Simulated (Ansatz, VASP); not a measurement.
# One calculation of Pb, two programs

File INCAR:

```
  PREC = Accurate
  ENCUT = 520
  EDIFF = 1E-6
  ISMEAR = 1
  SIGMA = 0.1
  LREAL = F
  LASPH = T
  NELM = 150
  ALGO = Normal
  ISIF = 2
  LWAVE = F
  LCHARG = T
  LNONCOLLINEAR = T
  MAGMOM = 0.354 0.354 0
  LORBIT = 11
  GGA = RP
  LVHAR = T
  NBANDS = 25
```

The input KPOINTS:

```
Automatic mesh
0
Gamma
  7 7 7
```

Contents of POSCAR:

```
Pb
1.0
   -0.0203540000      2.4659360000      2.5928650000
    2.3768630000      0.0443010000      2.5282100000
    2.4381180000      2.4625360000     -0.0169540000
Pb
1
Direct
    0.0000000000      0.0000000000      0.0000000000
```

The input input.yaml:

```yaml
crystal:
  lattice:
    - [-0.020354, 2.465936, 2.592865]
    - [2.376863, 0.044301, 2.52821]
    - [2.438118, 2.462536, -0.016954]
  atoms:
    - { symbol: Pb, position: [0.0, 0.0, 0.0], spin: 0.501, spin_axis: [0.707107, 0.707107, 0.0] }
kpoints:
  mp_grid: { grid: [7, 7, 7] }
  band_path:
    path: [[0.5, 0.0, 0.0], [0.0, 0.0, 0.0], [0.0, 0.0, 0.5]]
    npoints: 8
scf:
  occupations: { method: cold, width: 0.1 }
hamiltonian:
  xc: rpbe
  pseudopotentials:
    kind: all_electron
    lapw: { basis_error: 0.002 }
    relativity: none
magnetization:
  noncollinear: true
output:
  forces: true
  stress: true
  eigenvalues: true
  fatbands: true
  dos: { projected: true, de: 0.2, e_range: [-14, 6] }
  populations: true
basis:
  xc_grid: 4
```

Alike in both runs: functional RPBE; k mesh 7 × 7 × 7; non-collinear spin.

```csv
,VASP,Ansatz
version,VASP 6.6.1,Ansatz 0.2.0
potentials or method,"VASP PAW PBE potentials, release 64 (Pb_d), cutoff 520 eV","all-electron LAPW, non-relativistic"
occupations,"methfessel-paxton of order 1, width 0.1 eV","cold, width 0.1 eV"
task,single point,projected density of states
```

|  | VASP | Ansatz | Ansatz less VASP |
| --- | --- | --- | --- |
| gap on the k mesh at the Fermi level (eV) | none | none | - |
| pressure (GPa) | 4.5 | 6.1 | +1.65 |
| traceless stress, the component that is largest in VASP (GPa) | -1.39 | -0.22 | +1.173 |
| net moment per atom (μB) | 0.00 | 0.00 | 0.000 |

VASP's potentials were made for PBE, not for RPBE. A gap of «none» marks a metal or a gap that the smearing closes. Ansatz ran all-electron here, and VASP with PAW potentials.

Neither program's run includes spin-orbit coupling. Noted on Ansatz's run: the program listed the state as in doubt; the k mesh is thin for a metal, which can move the energy by tens of meV per atom.
